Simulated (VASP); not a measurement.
A run of VASP 6.6.1:

INCAR

```
SYSTEM = La
PREC = Accurate
ENCUT = 520
EDIFF = 1E-6
ISMEAR = -1
SIGMA = 0.05
LREAL = .False.
LASPH = .True.
NELM = 60
ALGO = Normal
ISIF = 2
LWAVE = .False.
LCHARG = .True.
GGA = PE
LELF = .True.
LVHAR = .True.
NBANDS = 24
```

Contents of KPOINTS:

```
Automatic mesh
0
Gamma
  7 7 9
  0 0 0
```

File POSCAR:

```
La
1.0
    5.7325207008      0.0000000000      0.0000000000
   -2.8662603504      4.9645085546      0.0000000000
    0.0000000000      0.0000000000      3.4091924088
La
3
Direct
    0.0000000000      0.0000000000      0.0000000000
    0.3333333333      0.6666666667      0.5000000000
    0.6666666667      0.3333333333      0.5000000000
```

Potentials or basis: VASP PAW PBE potentials, release 64 (La).

Command:

```console
$ cat potpaw_PBE.64/La/POTCAR > POTCAR
$ mpirun -np 1 vasp_std > vasp.out
```

Hardware: 1 thread of AMD EPYC 9R45 96-Core Processor (Zen 5) (shared host).

Q: Estimate the wall time of this run.

A: Run time: 97 s on 1 thread of AMD EPYC 9R45 96-Core Processor (Zen 5) (shared host), peak memory 0.26 GiB. Counts: scf iterations 14, k points 40.
